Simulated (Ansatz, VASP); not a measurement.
## Al3CoNi2 in VASP and in Ansatz

```
Al Ni Co
1.0
    -4.07696    0.00000    0.00000
     0.00000    0.00000   -4.99181
     0.00000   -7.06150    0.00000
Al Ni Co
6 4 2
Cartesian
  0.0000 0.0000 0.0000
  -2.0385 -3.5307 0.0000
  -4.0770 -4.7077 -1.6708
  -2.0385 -1.1769 -1.6708
  -2.0385 -5.8846 -3.3210
  -4.0770 -2.3538 -3.3210
  -4.0770 -4.7077 -4.1386
  -2.0385 -1.1769 -4.1386
  -2.0385 -5.8846 -0.8532
  -4.0770 -2.3538 -0.8532
  0.0000 0.0000 -2.4959
  -2.0385 -3.5307 -2.4959
```

Alike in both runs: task single point; functional PBE; k mesh 6 × 4 × 4; occupations gaussian, width 0.2 eV; collinear spin.

|  | VASP | Ansatz |
| --- | --- | --- |
| version | VASP 6.6.1 | Ansatz 0.2.0 |
| potentials or method | VASP PAW PBE potentials, release 64 (Al, Ni, Co), cutoff 520 eV | scalar-relativistic, plane waves, PAW |
| valence electrons in the cell | 76 | 124 |

Ansatz gave:

```
gap on the k mesh at the Fermi level (eV)                     : none
pressure (GPa)                                                : 0.0
traceless stress, the component that is largest in VASP (GPa) : 0.20
net moment per atom (μB)                                      : 0.00
```

**Question.** Estimate VASP's values.

**Answer.** gap on the k mesh at the Fermi level (eV): none; pressure (GPa): -0.1; traceless stress, the component that is largest in VASP (GPa): 0.22; net moment per atom (μB): 0.00.

A gap of «none» marks a metal or a gap that the smearing closes. VASP's potentials hold 76 valence electrons a cell and Ansatz's 124, so a difference there can come from the potentials and not from the codes. Ansatz's warnings: seeded moment not kept.
